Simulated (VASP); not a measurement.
# SnSe (I4/mmm) in VASP: further runs, part 3 of 4

VASP 6.6.1. Earlier steps stand in the parts before.

## 4. Single point, LDA (strain -0.025 along x and y, +0.000 along z)

INCAR reads:

```
SYSTEM = SnSe
PREC = Accurate
ENCUT = 520
EDIFF = 1E-7
ISMEAR = 0
SIGMA = 0.05
LREAL = .False.
LASPH = .True.
NELM = 100
ALGO = Normal
ISIF = 2
LWAVE = .False.
LCHARG = .True.
LELF = .True.
LVHAR = .True.
NBANDS = 17
```

KPOINTS reads:

```
Automatic mesh
0
Gamma
  8 8 8
  0 0 0
```

POSCAR reads:

```
SnSe
1.0
    0.0000000000      2.9347500000      3.0100000000
    2.9347500000      0.0000000000      3.0100000000
    2.9347500000      2.9347500000      0.0000000000
Sn Se
1 1
Direct
    0.0000000000      0.0000000000      0.0000000000
    0.5000000000      0.5000000000      0.5000000000
```

Potentials or basis: VASP PAW LDA potentials, release 64 (Sn_d, Se).

Run with:

```bash
$ cat potpaw_LDA.64/Sn_d/POTCAR potpaw_LDA.64/Se/POTCAR > POTCAR
$ mpirun -np 1 vasp_std > vasp.out
```

OUTCAR:

```text
SYSTEM = SnSe
   PREC = Accurate
   ENCUT = 520
   EDIFF = 1E-7
   ISMEAR = 0
   LREAL = .False.
   LASPH = .True.
   NELM = 100
   ISIF = 2

 ion  position               nearest neighbor table
   1  0.000  0.000  0.000-   2 2.93   2 2.93   2 2.93   2 2.93   2 3.01   2 3.01
   2  0.500  0.500  0.500-   1 2.93   1 2.93   1 2.93   1 2.93   1 3.01   1 3.01

  LATTYP: Found a body centered tetragonal cell.
 ALAT       =     4.1503632522
 C/A-ratio  =     1.4504754486

  Lattice vectors:

 A1 = (  -2.9347500000,   0.0000000000,   3.0100000000)
 A2 = (   2.9347500000,   0.0000000000,   3.0100000000)
 A3 = (   0.0000000000,   2.9347500000,  -3.0100000000)

Analysis of symmetry for initial positions (statically):
=====================================================================
 Subroutine PRICEL returns:
 Original cell was already a primitive cell.

 Routine SETGRP: Setting up the symmetry group for a
 body centered tetragonal supercell.

 Subroutine GETGRP returns: Found 16 space group operations
 (whereof 16 operations were pure point group operations)
 out of a pool of 16 trial point group operations.

The static configuration has the point symmetry D_4h.

Analysis of symmetry for dynamics (positions and initial velocities):
=====================================================================
 Subroutine PRICEL returns:
 Original cell was already a primitive cell.

 Routine SETGRP: Setting up the symmetry group for a
 body centered tetragonal supercell.

 Subroutine GETGRP returns: Found 16 space group operations
 (whereof 16 operations were pure point group operations)
 out of a pool of 16 trial point group operations.

The dynamic configuration has the point symmetry D_4h.

 Subroutine INISYM returns: Found 16 space group operations
 (whereof 16 operations are pure point group operations),
 and found     1 'primitive' translations

----------------------------------------------------------------------------------------

                                     Primitive cell

  volume of cell :      51.8488

  direct lattice vectors                    reciprocal lattice vectors
     0.000000000  2.934750000  3.010000000    -0.170372263  0.170372263  0.166112957
     2.934750000  0.000000000  3.010000000     0.170372263 -0.170372263  0.166112957
     2.934750000  2.934750000  0.000000000     0.170372263  0.170372263 -0.166112957

  length of vectors
     4.203909795  4.203909795  4.150363252     0.292654969  0.292654969  0.292654969

  position of ions in fractional coordinates (direct lattice)
     0.000000000  0.000000000  0.000000000
     0.500000000  0.500000000  0.500000000

  ion indices of the primitive-cell ions
   primitive index   ion index
                 1           1
                 2           2

----------------------------------------------------------------------------------------

 KPOINTS: Automatic mesh

Automatic generation of k-mesh.
 Grid dimensions read from file:
 generate k-points for:    8    8    8

 Generating k-lattice:

  Cartesian coordinates                     Fractional coordinates (reciprocal lattice)
    -0.021296533  0.021296533  0.020764120     0.125000000  0.000000000  0.000000000
     0.021296533 -0.021296533  0.020764120     0.000000000  0.125000000  0.000000000
     0.021296533  0.021296533 -0.020764120     0.000000000  0.000000000  0.125000000

  Length of vectors
     0.036581871  0.036581871  0.036581871

  Shift w.r.t. Gamma in fractional coordinates (k-lattice)
     0.000000000  0.000000000  0.000000000

 Subroutine IBZKPT returns following result:
 ===========================================

 Found     59 irreducible k-points:

 Following reciprocal coordinates:
            Coordinates               Weight
  0.000000  0.000000  0.000000      1.000000
  0.125000  0.000000  0.000000      8.000000
  0.250000  0.000000  0.000000      8.000000
  0.375000 -0.000000  0.000000      8.000000
  0.500000  0.000000  0.000000      4.000000
  0.125000  0.125000  0.000000      2.000000
[... 16 lines left out ...]
  0.250000  0.000000  0.125000     16.000000
  0.375000  0.000000  0.125000     16.000000
 [... further k-points ...]
   k-points           NKPTS =     59   k-points in BZ     NKDIM =     59   number of bands    NBANDS=     17
   number of dos      NEDOS =    301   number of ions     NIONS =      2
   total plane-waves  NPLWV =  32768
   dimension x,y,z NGX =    32 NGY =   32 NGZ =   32
   dimension x,y,z NGXF=    64 NGYF=   64 NGZF=   64
   ions per type =               1   1
   NGX,Y,Z   is equivalent  to a cutoff of  12.65, 12.65, 12.82 a.u.
   NGXF,Y,Z  is equivalent  to a cutoff of  25.31, 25.31, 25.64 a.u.
 SYSTEM =  SnSe
   PREC   = accura    normal or accurate (medium, high low for compatibility)
   ISTART =      0    job   : 0-new  1-cont  2-samecut
   ICHARG =      2    charge: 1-file 2-atom 10-const
   ISPIN  =      1    spin polarized calculation?
   LNONCOLLINEAR =      F non collinear calculations
   LSORBIT =      F    spin-orbit coupling
   LASPH  =      T    aspherical Exc in radial PAW
   ENCUT  =  520.0 eV  38.22 Ry    6.18 a.u.   7.82  7.82  7.72*2*pi/ulx,y,z
   NELM   =    100;   NELMIN=  2; NELMDL= -5     # of ELM steps
   EDIFF  = 0.1E-06   stopping-criterion for ELM
   LREAL  =      F    real-space projection
   EDIFFG = 0.1E-05   stopping-criterion for IOM
   NSW    =      0    number of steps for IOM
   IBRION =     -1    ionic relax: 0-MD 1-quasi-New 2-CG
   NFREE  =      0    steps in history (QN), initial steepest desc. (CG)
   ISIF   =      2    stress and relaxation
   ISYM   =      2    0-nonsym 1-usesym 2-fastsym
   POTIM  = 0.5000    time-step for ionic-motion
   TEBEG  =    0.0;   TEEND  =   0.0 temperature during run
   PSTRESS=    0.0 pullay stress
   NELECT =      20.0000    total number of electrons
   NUPDOWN=      -1.0000    fix difference up-down
   EMIN   =  10.00;   EMAX   =-10.00  energy-range for DOS
   EFERMI =   0.00;   METHOD = LEGACY
   ISMEAR =     0;   SIGMA  =   0.05  broadening in eV -4-tet -1-fermi 0-gaus
   EFERMI_NEDOS =   21; number of points for ismear=-14 and -15
   IALGO  =     38    algorithm
   IMIX   =      4    mixing-type and parameters
     AMIX     =   0.40;   BMIX     =  1.00
     AMIX_MAG =   1.60;   BMIX_MAG =  1.00
  volume/ion in A,a.u.               =      25.92       174.95
  Fermi-wavevector in a.u.,A,eV,Ry     =   1.191714  2.252012 19.322742  1.420181
  Thomas-Fermi vector in A             =   2.327769
   LORBIT       =      0    0 simple, 1 ext, 2 COOP (PROOUT), +10 PAW based schemes
   GGA     = CA    functional components
   LHFCALC =     F    Hartree Fock is set to
   AEXX    =    0.0000 exact exchange contribution
   IVDW    =     0    specifies the selected vdW correction
   LEPSILON=     F    determine dielectric tensor
   LRPA    =     F    only Hartree local field effects (RPA)
 non-spin polarized calculation
 Gauss-broadening in eV      SIGMA  =   0.05
  energy-cutoff  :      520.00
  volume of cell :       51.85
 maximum number of plane-waves:      1412
   NGX = 15   NGY = 15   NGZ = 15

 number of electron      20.0000004 magnetization

 Free energy of the ion-electron system (eV)
  ---------------------------------------------------
  ext. energy  EPLUGINS =         0.00000000
  ---------------------------------------------------
  free energy    TOTEN  =        -9.49936216 eV

  energy without entropy =       -9.49936216  energy(sigma->0) =       -9.49936216

 E-fermi :   6.1339     XC(G=0): -10.1074

 val. band max:        5.8889318877   @ k =  -0.2500   0.1250   0.0000
 cond. band min:       6.6243320634   @ k =  -0.3750   0.0000   0.1250
 fundamental gap:      0.7354001757
 Fermi energy:         6.1338641244

 k-point     1 :       0.0000    0.0000    0.0000
  band No.  band energies     occupation
      1     -15.4923      2.00000
      2     -15.4845      2.00000
      3     -15.4845      2.00000
      4     -15.4823      2.00000
      5     -15.4788      2.00000
      6      -8.2191      2.00000
[... 9 lines left out ...]
     16      11.8811      0.00000
     17      13.9878      0.00000

 k-point     2 :       0.1250    0.0000    0.0000
  band No.  band energies     occupation
      1     -15.4930      2.00000
      2     -15.4846      2.00000
      3     -15.4838      2.00000
      4     -15.4818      2.00000
      5     -15.4771      2.00000
      6      -8.0985      2.00000
[... 9 lines left out ...]
     16      12.2544      0.00000
     17      15.0162      0.00000
[... 421 lines left out ...]
 k-point    24 :       0.3750    0.0000    0.1250
  band No.  band energies     occupation
      1     -15.4985      2.00000
      2     -15.4914      2.00000
      3     -15.4833      2.00000
      4     -15.4732      2.00000
      5     -15.4650      2.00000
      6      -7.4040      2.00000
[... 9 lines left out ...]
     16      15.3909      0.00000
     17      17.3715      0.00000

 [... further k-points ...]
[... 5 lines left out ...]
  --------------------------------------------------------------------------------------
  -------------------------------------------------------------------------------------
  Total        0.1676784      0.1676784     -0.9142826      0.0000000     -0.0000000      0.0000000
  in kB        5.1814217      5.1814217    -28.2522025      0.0000000     -0.0000000      0.0000000
  external PRESSURE =      -5.9631197 kB  Pullay stress =       0.0000000 kB

 VOLUME and BASIS-vectors are now :
 -----------------------------------------------------------------------------
  energy-cutoff  :      520.00
  volume of cell :       51.85
      direct lattice vectors                 reciprocal lattice vectors
     0.000000000  2.934750000  3.010000000    -0.170372263  0.170372263  0.166112957
     2.934750000  0.000000000  3.010000000     0.170372263 -0.170372263  0.166112957
     2.934750000  2.934750000  0.000000000     0.170372263  0.170372263 -0.166112957

 POSITION                                       TOTAL-FORCE (eV/Angst)
 -----------------------------------------------------------------------------------
      0.00000      0.00000      0.00000        -0.000000      0.000000     -0.000000
      2.93475      2.93475      3.01000         0.000000     -0.000000      0.000000
 -----------------------------------------------------------------------------------
    total drift:                                0.000000     -0.000000     -0.000000

  FREE ENERGIE OF THE ION-ELECTRON SYSTEM (eV)
  ---------------------------------------------------
  free  energy   TOTEN  =        -9.4993621623 eV

  energy  without entropy=       -9.4993621623  energy(sigma->0) =       -9.49936216
```

OSZICAR:

```text
N       E                     dE             d eps       ncg     rms          rms(c)
DAV:   1     0.131497092289E+03    0.13150E+03   -0.97713E+03  2067   0.148E+03
DAV:   2     0.273556835822E+01   -0.12876E+03   -0.12412E+03  2183   0.350E+02
DAV:   3    -0.934996489086E+01   -0.12086E+02   -0.12007E+02  2468   0.944E+01
DAV:   4    -0.965948286956E+01   -0.30952E+00   -0.30921E+00  2427   0.157E+01
DAV:   5    -0.966817314031E+01   -0.86903E-02   -0.86897E-02  2799   0.259E+00    0.345E+00
DAV:   6    -0.950772176225E+01    0.16045E+00   -0.37816E-01  2986   0.377E+00    0.210E+00
DAV:   7    -0.950083402433E+01    0.68877E-02   -0.61463E-02  2474   0.114E+00    0.953E-01
DAV:   8    -0.949950336456E+01    0.13307E-02   -0.60081E-03  2482   0.671E-01    0.721E-02
DAV:   9    -0.949936044062E+01    0.14292E-03   -0.10344E-03  2970   0.252E-01    0.386E-02
DAV:  10    -0.949936147773E+01   -0.10371E-05   -0.82021E-05  2294   0.540E-02    0.851E-03
DAV:  11    -0.949936218376E+01   -0.70603E-06   -0.57290E-06  2723   0.178E-02    0.292E-03
DAV:  12    -0.949936216234E+01    0.21417E-07   -0.42519E-07  2506   0.953E-03
   1 F= -.94993622E+01 E0= -.94993622E+01  d E =-.168645E-13
```

It took 25 s on 1 thread of Intel Xeon Platinum 8559C (Emerald Rapids), shared host; peak memory 0.18 GiB.

What came out:

```yaml
Free_energy: -9.4994 eV
Pressure: -0.6 GPa
Band_gap_on_the_k_mesh: 0.74 eV, indirect (least direct gap 0.81 eV)
```

Stress tensor (GPa, compression positive):
```
 0.52  0.00  0.00
 0.00  0.52  0.00
 0.00  0.00 -2.83
```

Caveat: the cell differs from its parent crystal (strain -0.025 along x and y, +0.000 along z); spin-orbit coupling is left out, which moves the levels of the heavy elements.

[end of part 3 of 4]
